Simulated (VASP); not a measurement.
Crystal: InP.

```xyz
2
Lattice="0.0000 2.8729 2.8729 2.8729 0.0000 2.8729 2.8729 2.8729 0.0000" Properties=species:S:1:pos:R:3 pbc="T T T"
In    0.0000    0.0000    0.0000
P     1.4364    1.4364    1.4364
```

This cell differs from its parent crystal: strain -2.7%.

Base run:

| Item | Value |
| --- | --- |
| Program | VASP 6.6.1 |
| Functional | PBE |
| Potentials or basis | VASP PAW PBE potentials, release 64 (In_d, P) |
| Cutoff | 520 eV |
| k mesh | 8 × 8 × 8 |
| Occupations | fermi-dirac, width 0.02 eV |
| Spin | no spin polarisation |

Its results: band gap on the k mesh 1.03 eV, direct; pressure 8.3 GPa.

Problem. The run is repeated on the same cell with these changes: functional from PBE to r2SCAN; occupations from fermi-dirac, width 0.02 eV to gaussian, width 0.01 eV. What comes out?

Solution. Band gap on the k mesh 1.52 eV, direct; pressure 6.7 GPa.

Caveats: spin-orbit coupling is left out, which moves the levels of the heavy elements; the PAW data sets were made with another functional, which shifts forces and pressure a little (some runs).

A k mesh can miss the band edges.
